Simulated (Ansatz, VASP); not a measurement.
Re in VASP and in Ansatz

```xyz
1
Lattice="-1.5549 1.5549 1.5549 1.5549 -1.5549 1.5549 1.5549 1.5549 -1.5549" Properties=species:S:1:pos:R:3 pbc="T T T"
Re    0.0000    0.0000    0.0000
```

Alike in both runs: task single point; functional LDA; k mesh 16 × 16 × 16; occupations fermi-dirac, width 0.1 eV; no spin polarisation.

|  | VASP | Ansatz |
| --- | --- | --- |
| version | VASP 6.6.1 | Ansatz 0.2.0 |
| potentials or method | VASP PAW LDA potentials, release 64 (Re_sv_GW), cutoff 560 eV | plane waves (420 eV) with PAW, scalar-relativistic |
| valence electrons in the cell | 15 | 15 |

|  | VASP | Ansatz | Ansatz less VASP |
| --- | --- | --- | --- |
| pressure (GPa) | -13.9 | -13.9 | +0.07 |

Ansatz warns that its potentials were made for another functional, while VASP's fit it. LDA's correlation is that of Perdew and Zunger in VASP and of Perdew and Wang (1992) in Ansatz.

Spin-orbit coupling is off throughout.
